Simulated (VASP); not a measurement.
# Na (Pm-3m) in VASP: further runs

The runs below take Na through relaxation of cell and atoms, with PBE.

All numbers are computed with VASP 6.6.1; they aren't measurements. Logs are shortened: lines on timing, memory, paths and dates and some standing lists are left out, and cuts for length are marked.

## (1) The cell of the first run

It takes space group Pm-3m (No. 221, cubic). The conventional cell has a = 2.640 Å, b = 2.640 Å, c = 2.640 Å, α = 90.00°, β = 90.00°, γ = 90.00°. Na (site symmetry m-3m) has 6 Na at 2.64 Å within 3.5 Å.

## (2) Relaxation of cell and atoms, PBE, target pressure 20 GPa, at which the enthalpy is minimised

Input file INCAR:

```
SYSTEM = Na
PREC = Accurate
ENCUT = 500
EDIFF = 1E-7
ISMEAR = -1
SIGMA = 0.1
LREAL = .FALSE.
LASPH = .TRUE.
NELM = 120
ALGO = Normal
ISIF = 3
LWAVE = .FALSE.
LCHARG = .FALSE.
GGA = PE
IBRION = 2
NSW = 32
EDIFFG = -0.005
PSTRESS = 200.0
GGA_COMPAT = .FALSE.
NELMIN = 4
```

Input file KPOINTS:

```
Automatic mesh
0
G
  14 14 14
  0 0 0
```

Input file POSCAR:

```
Na
1.0
    2.6397816990      0.0000000000      0.0000000000
    0.0000000000      2.6397816990      0.0000000000
    0.0000000000      0.0000000000      2.6397816990
Na
1
Direct
    0.0000000000      0.0000000000      0.0000000000
```

Potentials or basis: VASP PAW PBE potentials, release 64 (Na_pv).

The run is started by

```bash
$ cat potpaw_PBE.64/Na_pv/POTCAR > POTCAR
$ mpirun -np 1 vasp_std > vasp.out
```

OUTCAR:

```text
SYSTEM = Na
   PREC = Accurate
   ENCUT = 500
   EDIFF = 1E-7
   ISMEAR = -1
   LREAL = .FALSE.
   LASPH = .TRUE.
   NELM = 120
   ISIF = 3
   GGA = PE
   IBRION = 2
   NSW = 32
   EDIFFG = -0.005
   PSTRESS = 200.0
   NELMIN = 4

 ion  position               nearest neighbor table
   1  0.000  0.000  0.000-

  LATTYP: Found a simple cubic cell.
 ALAT       =     2.6397816990

  Lattice vectors:

 A1 = (   2.6397816990,   0.0000000000,   0.0000000000)
 A2 = (   0.0000000000,   2.6397816990,   0.0000000000)
 A3 = (   0.0000000000,   0.0000000000,   2.6397816990)

Analysis of symmetry for initial positions (statically):
=====================================================================
 Subroutine PRICEL returns:
 Original cell was already a primitive cell.

 Routine SETGRP: Setting up the symmetry group for a
 simple cubic supercell.

 Subroutine GETGRP returns: Found 48 space group operations
 (whereof 48 operations were pure point group operations)
 out of a pool of 48 trial point group operations.

The static configuration has the point symmetry O_h .

Analysis of symmetry for dynamics (positions and initial velocities):
=====================================================================
 Subroutine PRICEL returns:
 Original cell was already a primitive cell.

 Routine SETGRP: Setting up the symmetry group for a
 simple cubic supercell.

 Subroutine GETGRP returns: Found 48 space group operations
 (whereof 48 operations were pure point group operations)
 out of a pool of 48 trial point group operations.

The dynamic configuration has the point symmetry O_h .

 Subroutine INISYM returns: Found 48 space group operations
 (whereof 48 operations are pure point group operations),
 and found     1 'primitive' translations

----------------------------------------------------------------------------------------

                                     Primitive cell

  volume of cell :      18.3952

  direct lattice vectors                    reciprocal lattice vectors
     2.639781699  0.000000000  0.000000000     0.378819203  0.000000000  0.000000000
     0.000000000  2.639781699  0.000000000     0.000000000  0.378819203  0.000000000
     0.000000000  0.000000000  2.639781699     0.000000000  0.000000000  0.378819203

  length of vectors
     2.639781699  2.639781699  2.639781699     0.378819203  0.378819203  0.378819203

  position of ions in fractional coordinates (direct lattice)
     0.000000000  0.000000000  0.000000000

  ion indices of the primitive-cell ions
   primitive index   ion index
                 1           1

----------------------------------------------------------------------------------------

 KPOINTS: Automatic mesh

Automatic generation of k-mesh.
 Grid dimensions read from file:
 generate k-points for:   14   14   14

 Generating k-lattice:

  Cartesian coordinates                     Fractional coordinates (reciprocal lattice)
     0.027058515  0.000000000  0.000000000     0.071428571  0.000000000  0.000000000
     0.000000000  0.027058515  0.000000000     0.000000000  0.071428571  0.000000000
     0.000000000  0.000000000  0.027058515     0.000000000  0.000000000  0.071428571

  Length of vectors
     0.027058515  0.027058515  0.027058515

  Shift w.r.t. Gamma in fractional coordinates (k-lattice)
     0.000000000  0.000000000  0.000000000

 Subroutine IBZKPT returns following result:
 ===========================================

 Found    120 irreducible k-points:

 Following reciprocal coordinates:
            Coordinates               Weight
  0.000000  0.000000  0.000000      1.000000
  0.071429  0.000000  0.000000      6.000000
  0.142857  0.000000  0.000000      6.000000
  0.214286  0.000000  0.000000      6.000000
  0.285714  0.000000  0.000000      6.000000
  0.357143  0.000000  0.000000      6.000000
[... 16 lines left out ...]
  0.285714  0.214286  0.000000     24.000000
  0.357143  0.214286  0.000000     24.000000
 [... further k-points ...]
   k-points           NKPTS =    120   k-points in BZ     NKDIM =    120   number of bands    NBANDS=      7
   number of dos      NEDOS =    301   number of ions     NIONS =      1
   total plane-waves  NPLWV =   8000
   dimension x,y,z NGX =    20 NGY =   20 NGZ =   20
   dimension x,y,z NGXF=    40 NGYF=   40 NGZF=   40
   ions per type =               1
   NGX,Y,Z   is equivalent  to a cutoff of  12.60, 12.60, 12.60 a.u.
   NGXF,Y,Z  is equivalent  to a cutoff of  25.19, 25.19, 25.19 a.u.
 SYSTEM =  Na
   PREC   = accura    normal or accurate (medium, high low for compatibility)
   ISTART =      0    job   : 0-new  1-cont  2-samecut
   ICHARG =      2    charge: 1-file 2-atom 10-const
   ISPIN  =      1    spin polarized calculation?
   LNONCOLLINEAR =      F non collinear calculations
   LSORBIT =      F    spin-orbit coupling
   LASPH  =      T    aspherical Exc in radial PAW
   ENCUT  =  500.0 eV  36.75 Ry    6.06 a.u.   4.81  4.81  4.81*2*pi/ulx,y,z
   NELM   =    120;   NELMIN=  4; NELMDL= -5     # of ELM steps
   EDIFF  = 0.1E-06   stopping-criterion for ELM
   LREAL  =      F    real-space projection
   EDIFFG = -.5E-02   stopping-criterion for IOM
   NSW    =     32    number of steps for IOM
   IBRION =      2    ionic relax: 0-MD 1-quasi-New 2-CG
   NFREE  =      1    steps in history (QN), initial steepest desc. (CG)
   ISIF   =      3    stress and relaxation
   ISYM   =      2    0-nonsym 1-usesym 2-fastsym
   POTIM  = 0.5000    time-step for ionic-motion
   TEBEG  =    0.0;   TEEND  =   0.0 temperature during run
   PSTRESS=  200.0 pullay stress
   NELECT =       7.0000    total number of electrons
   NUPDOWN=      -1.0000    fix difference up-down
   EMIN   =  10.00;   EMAX   =-10.00  energy-range for DOS
   EFERMI =   0.00;   METHOD = LEGACY
   ISMEAR =    -1;   SIGMA  =   0.10  broadening in eV -4-tet -1-fermi 0-gaus
   EFERMI_NEDOS =   21; number of points for ismear=-14 and -15
   IALGO  =     38    algorithm
   IMIX   =      4    mixing-type and parameters
     AMIX     =   0.40;   BMIX     =  1.00
     AMIX_MAG =   1.60;   BMIX_MAG =  1.00
  volume/ion in A,a.u.               =      18.40       124.14
  Fermi-wavevector in a.u.,A,eV,Ry     =   1.186332  2.241842 19.148609  1.407383
  Thomas-Fermi vector in A             =   2.322507
   LORBIT       =      0    0 simple, 1 ext, 2 COOP (PROOUT), +10 PAW based schemes
   GGA     = PE    functional components
   LHFCALC =     F    Hartree Fock is set to
   AEXX    =    0.0000 exact exchange contribution
   IVDW    =     0    specifies the selected vdW correction
   LEPSILON=     F    determine dielectric tensor
   LRPA    =     F    only Hartree local field effects (RPA)
 conjugate gradient relaxation of ions
 non-spin polarized calculation
  energy-cutoff  :      500.00
  volume of cell :       18.40
 maximum number of plane-waves:       480
 NGX is ok and might be reduce to    20
   NGX =  9   NGY =  9   NGZ =  9

 number of electron       7.0000000 magnetization

 Free energy of the ion-electron system (eV)
  ---------------------------------------------------
  ext. energy  EPLUGINS =         0.00000000
  ---------------------------------------------------
  free energy    TOTEN  =        -0.48480514 eV

  energy without entropy =       -0.47474789  energy(sigma->0) =       -0.47977652

 E-fermi :   3.3876     XC(G=0):  -8.6759

 val. band max:        3.3226693764   @ k =   0.5000   0.0714   0.0714
 cond. band min:       3.4959563018   @ k =   0.5000   0.1429   0.0000
 fundamental gap:      0.1732869254
 Fermi energy:         3.3875657732

 k-point     1 :       0.0000    0.0000    0.0000
  band No.  band energies     occupation
      1     -21.8015      2.00000
      2     -21.8015      2.00000
      3     -21.8015      2.00000
      4      -1.6573      2.00000
      5      15.3192      0.00000
      6      15.3192      0.00000
      7      19.3879      0.00000

 k-point     2 :       0.0714    0.0000    0.0000
  band No.  band energies     occupation
      1     -21.8250      2.00000
      2     -21.7994      2.00000
      3     -21.7994      2.00000
      4      -1.5378      2.00000
      5      14.4750      0.00000
      6      15.4230      0.00000
      7      19.4484      0.00000

 k-point     3 :       0.1429    0.0000    0.0000
  band No.  band energies     occupation
      1     -21.8906      2.00000
      2     -21.7938      2.00000
      3     -21.7938      2.00000
      4      -1.1828      2.00000
      5      12.7490      0.00000
      6      15.7329      0.00000
      7      19.6282      0.00000

 k-point     4 :       0.2143    0.0000    0.0000
  band No.  band energies     occupation
      1     -21.9842      2.00000
      2     -21.7857      2.00000
      3     -21.7857      2.00000
      4      -0.6020      2.00000
      5      10.8276      0.00000
      6      16.2433      0.00000
      7      19.9204      0.00000

 k-point     5 :       0.2857    0.0000    0.0000
  band No.  band energies     occupation
      1     -22.0866      2.00000
      2     -21.7766      2.00000
      3     -21.7766      2.00000
      4       0.1900      2.00000
      5       8.9259      0.00000
      6      16.9400      0.00000
      7      20.3078      0.00000

 k-point     6 :       0.3571    0.0000    0.0000
  band No.  band energies     occupation
      1     -22.1777      2.00000
      2     -21.7684      2.00000
      3     -21.7684      2.00000
      4       1.1725      2.00000
      5       7.1298      0.00000
      6      17.7852      0.00000
      7      20.7500      0.00000

 k-point     7 :       0.4286    0.0000    0.0000
  band No.  band energies     occupation
      1     -22.2401      2.00000
      2     -21.7628      2.00000
      3     -21.7628      2.00000
      4       2.2990      1.99996
      5       5.5095      0.00000
      6      18.6537      0.00000
      7      21.1503      0.00000
[... 121 lines left out ...]
 k-point    20 :       0.4286    0.1429    0.0000
  band No.  band energies     occupation
      1     -22.2246      2.00000
      2     -21.8433      2.00000
      3     -21.7558      2.00000
      4       2.6922      1.99809
      5       5.9328      0.00000
      6      16.2307      0.00000
      7      18.6560      0.00000

 k-point    21 :       0.5000    0.1429    0.0000
  band No.  band energies     occupation
      1     -22.2463      2.00000
      2     -21.8409      2.00000
      3     -21.7538      2.00000
      4       3.4960      0.50554
      5       4.9625      0.00000
      6      17.0000      0.00000
      7      17.8468      0.00000

 k-point    22 :       0.2143    0.2143    0.0000
  band No.  band energies     occupation
      1     -21.9747      2.00000
      2     -21.9480      2.00000
      3     -21.7704      2.00000
      4       0.4077      2.00000
      5      11.1625      0.00000
      6      12.4063      0.00000
      7      19.5923      0.00000

 k-point    23 :       0.2857    0.2143    0.0000
  band No.  band energies     occupation
      1     -22.0616      2.00000
      2     -21.9467      2.00000
      3     -21.7617      2.00000
      4       1.1670      2.00000
      5       9.7411      0.00000
      6      12.5594      0.00000
      7      19.3410      0.00000

 k-point    24 :       0.3571    0.2143    0.0000
  band No.  band energies     occupation
      1     -22.1483      2.00000
      2     -21.9359      2.00000
      3     -21.7538      2.00000
      4       2.1084      1.99999
      5       8.0158      0.00000
      6      13.2983      0.00000
      7      18.3888      0.00000

 [... further k-points ...]
[... 5 lines left out ...]
  --------------------------------------------------------------------------------------
  -------------------------------------------------------------------------------------
  Total        2.3002689      2.3002689      2.3002689     -0.0000000     -0.0000000      0.0000000
  in kB      200.3480670    200.3480670    200.3480670     -0.0000000     -0.0000000      0.0000000
  external PRESSURE =       0.3480670 kB  Pullay stress =     200.0000000 kB

 VOLUME and BASIS-vectors are now :
 -----------------------------------------------------------------------------
  energy-cutoff  :      500.00
  volume of cell :       18.40
      direct lattice vectors                 reciprocal lattice vectors
     2.639781699  0.000000000  0.000000000     0.378819203  0.000000000  0.000000000
     0.000000000  2.639781699  0.000000000     0.000000000  0.378819203  0.000000000
     0.000000000  0.000000000  2.639781699     0.000000000  0.000000000  0.378819203

 POSITION                                       TOTAL-FORCE (eV/Angst)
 -----------------------------------------------------------------------------------
      0.00000      0.00000      0.00000         0.000000      0.000000      0.000000
 -----------------------------------------------------------------------------------
    total drift:                               -0.000000      0.000000     -0.000000

  FREE ENERGIE OF THE ION-ELECTRON SYSTEM (eV)
  ---------------------------------------------------
  free  energy   TOTEN  =        -0.4848051433 eV

  energy  without entropy=       -0.4747478900  energy(sigma->0) =       -0.47977652

  enthalpy is  TOTEN    =         1.8114675128 eV   P V=        2.2962726561

 reached required accuracy - stopping structural energy minimisation
```

Wall time 9.7 s (1 thread of AMD EPYC 7R43 (Zen 3), shared host); peak memory 0.09 GiB.

What came out:

| Quantity | Value |
| --- | --- |
| Free energy | -0.4848 eV |
| Pressure after relaxing | 20.0 GPa |

Final structure:
```
Na
1.0
     2.63978    0.00000    0.00000
     0.00000    2.63978    0.00000
     0.00000    0.00000    2.63978
Na
1
Cartesian
  0.0000 0.0000 0.0000
```

Caveat: the relaxation stopped at its first step, so nothing moved; the cell is relaxed towards a set pressure, so the enthalpy falls and the energy may rise.

## (3) Relaxation of cell and atoms, PBE, target pressure 20 GPa, at which the enthalpy is minimised

This run uses another cell than the first one, of 18.65 Å³/atom, 1.014 times its volume.

Input file INCAR:

```
SYSTEM = Na
ALGO = Normal
EDIFF = 1E-7
EDIFFG = -0.005
ENCUT = 500
GGA = PE
GGA_COMPAT = .FALSE.
IBRION = 2
ISIF = 3
ISMEAR = -1
LASPH = .TRUE.
LCHARG = .FALSE.
LREAL = .FALSE.
LWAVE = .FALSE.
NELM = 120
NELMIN = 4
NSW = 60
PREC = Accurate
PSTRESS = 200.0
SIGMA = 0.1
```

Input file KPOINTS:

```
k-points
0
G
  14 14 14
  0 0 0
```

Input file POSCAR:

```
Na
1.0
    2.6517567182      0.0000000000      0.0000000000
    0.0000000000      2.6517567182      0.0000000000
    0.0000000000      0.0000000000      2.6517567182
Na
1
Direct
    0.0000000000      0.0000000000      0.0000000000
```

Potentials or basis: VASP PAW PBE potentials, release 64 (Na_pv).

The run is started by

```bash
$ cat potpaw_PBE.64/Na_pv/POTCAR > POTCAR
$ mpirun -np 1 vasp_std > vasp.out
```

Wall time 21 s (1 thread of AMD EPYC 7R43 (Zen 3), shared host); peak memory 0.09 GiB.

Results (log left out):

| Property | Result |
| --- | --- |
| Free energy | -0.4861 eV |
| Relaxed volume | 18.41 Å³/atom |
| Relaxed cell | a = 2.640 Å, b = 2.640 Å, c = 2.640 Å, α = 90.00°, β = 90.00°, γ = 90.00° |
| Space group after relaxing (to 0.05 Å) | Pm-3m (No. 221) |
| Energy change on relaxing (the enthalpy is what falls) | +29.5 meV/atom |
| Ionic steps | 3 |
| Pressure after relaxing | 20.0 GPa |

Step by step:
```
step  energy change (eV)  largest force (eV/Å)  pressure (GPa)  volume (Å³)
   1              0.0000                0.0000           19.18        18.65
   2              0.0314                0.0000           20.05        18.39
   3              0.0295                0.0000           19.99        18.41
```

Final structure:
```
CELL_PARAMETERS angstrom
2.64026 0.00000 0.00000
0.00000 2.64026 0.00000
0.00000 0.00000 2.64026
ATOMIC_POSITIONS crystal
Na 0.00000 0.00000 0.00000
```

Levels at points of the mesh, in eV from the Fermi level:
```tsv
k point	band 1	band 2	band 3	band 4	band 5	band 6
(0.00, 0.00, 0.00)	-25.19	-25.19	-25.19	-5.04	11.93	11.93
(0.50, 0.00, 0.00)	-25.65	-25.15	-25.15	-0.24	1.11	15.72
(0.50, 0.50, 0.00)	-25.56	-25.56	-25.11	3.42	5.19	5.19
(0.50, 0.50, 0.50)	-25.49	-25.49	-25.49	7.90	7.90	7.90
```

Caveat: the cell is relaxed towards a set pressure, so the enthalpy falls and the energy may rise.
